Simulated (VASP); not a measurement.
Write the native input for VASP 6.6.1 that does the following.

```yaml
Task: single point
Functional: PBE
Potentials_or_basis: VASP PAW PBE potentials, release 64 (Te, Pb_d)
Cutoff: 520 eV
k_mesh: 5 × 5 × 5
Occupations: gaussian, width 0.01 eV
Spin: no spin polarisation
Dipole_correction: no
Further_INCAR_settings: ALGO = Normal; EDIFF = 1e-07; NBANDS = 17
```

The structure of TePb lies in POSCAR:

```
TePb
1.0
    0.0000000000      3.1194962017      3.1194962017
    3.1194962017      0.0000000000      3.1194962017
    3.1194962017      3.1194962017      0.0000000000
Te Pb
1 1
Direct
    0.5000000000      0.5000000000      0.5000000000
    0.0000000000      0.0000000000      0.0000000000
```

These files were run (other wordings do the same):

INCAR

```
SYSTEM = TePb
PREC     = Accurate       ! precision mode
ENCUT    = 520            ! plane-wave cutoff, eV
EDIFF    = 1E-7           ! SCF threshold, eV
ISMEAR   = 0              ! smearing method
SIGMA    = 0.01           ! smearing width, eV
LREAL    = .FALSE.        ! projectors in reciprocal space
LASPH    = .TRUE.         ! aspherical terms in the spheres
NELM     = 100            ! most SCF steps
ALGO     = Normal         ! electronic algorithm
ISIF     = 2              ! what is computed and relaxed
LWAVE    = .FALSE.        ! write WAVECAR
LCHARG   = .TRUE.         ! write CHGCAR
GGA      = PE             ! functional
LELF     = .TRUE.         ! ELF
LVHAR    = .TRUE.       
NBANDS   = 17             ! bands
```

KPOINTS

```
Automatic mesh
0
G
  5 5 5
  0 0 0
```

Potentials or basis: VASP PAW PBE potentials, release 64 (Te, Pb_d).

The run is started by

```bash
$ cat potpaw_PBE.64/Te/POTCAR potpaw_PBE.64/Pb_d/POTCAR > POTCAR
$ mpirun -np 1 vasp_std > vasp.out
```

It gave:

```json
{
  "Pressure": "8.4 GPa"
}
```

It took 19 s on 1 thread of AMD EPYC 7R13 Processor (Zen 3) (shared host), peak memory 0.17 GiB.
